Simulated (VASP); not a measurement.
## MgTiCl6: single point with PBEsol

Crystal: MgTiCl6.

```xyz
8
Lattice="5.9788 2.4303 -0.4635 2.5021 5.9486 -0.4684 -1.0501 -1.0293 6.9351" Properties=species:S:1:pos:R:3 pbc="T T T"
Mg   -0.0750   -0.9076    3.5188
Ti    0.6956   -0.6413    0.0516
Cl    4.7173    3.7698   -0.4150
Cl    4.1698    3.2766    3.0542
Cl    1.3382    0.4973    1.9574
Cl    0.7627   -0.0700    5.7504
Cl    1.5817    4.2114    0.8188
Cl    1.0036    3.6467    4.6119
```

| Quantity | Value |
| --- | --- |
| Program | VASP 6.6.1 |
| Task | single point |
| Functional | PBEsol |
| Potentials or basis | VASP PAW PBE potentials, release 64 (Mg, Ti_sv, Cl) |
| Cutoff | 520 eV |
| k mesh | 4 × 4 × 2 |
| Occupations | fermi-dirac, width 0.05 eV |
| Spin | no spin polarisation |

* Pressure: -0.1 GPa
* Largest force: 0.015 eV/Å
* Band gap on the k mesh: 1.52 eV

Forces on the atoms (eV/Å):
```
Mg   0.001 -0.001  0.000
Ti   0.007 -0.006  0.000
Cl  -0.004  0.003  0.001
Cl   0.000  0.001 -0.002
Cl  -0.005 -0.003  0.014
Cl  -0.001  0.002 -0.013
Cl  -0.001  0.000  0.014
Cl   0.003  0.004 -0.013
```

Levels at points of the mesh, in eV from the valence-band top:
| k point | band 26 | band 27 | band 28 | band 29 | band 30 | band 31 |
| --- | --- | --- | --- | --- | --- | --- |
| (0.00, 0.00, 0.00) | -0.89 | -0.25 | 0.00 | 1.55 | 1.81 | 1.90 |
| (0.50, 0.00, 0.00) | -0.86 | -0.17 | -0.15 | 1.69 | 2.10 | 2.14 |
| (0.00, 0.50, 0.00) | -0.86 | -0.17 | -0.15 | 1.69 | 2.10 | 2.14 |
| (0.50, 0.50, 0.00) | -1.07 | -0.38 | 0.00 | 1.52 | 1.85 | 1.89 |
| (0.00, 0.00, 0.50) | -1.07 | -0.49 | -0.18 | 1.78 | 1.87 | 1.89 |
| (0.50, 0.00, 0.50) | -0.83 | -0.22 | -0.15 | 1.79 | 2.07 | 2.10 |
| (0.00, 0.50, 0.50) | -0.83 | -0.22 | -0.15 | 1.79 | 2.07 | 2.10 |
| (0.50, 0.50, 0.50) | -1.10 | -0.44 | -0.28 | 1.83 | 1.84 | 1.91 |

Run time: 2.5 min on 1 thread of Intel(R) Xeon(R) Platinum 8488C (Sapphire Rapids) (shared host), peak memory 0.41 GiB.

Caveat: the k points lie up to 0.46 Å⁻¹ apart; the PAW data sets were made with another functional, which shifts forces and pressure a little. A k mesh can miss the band edges.
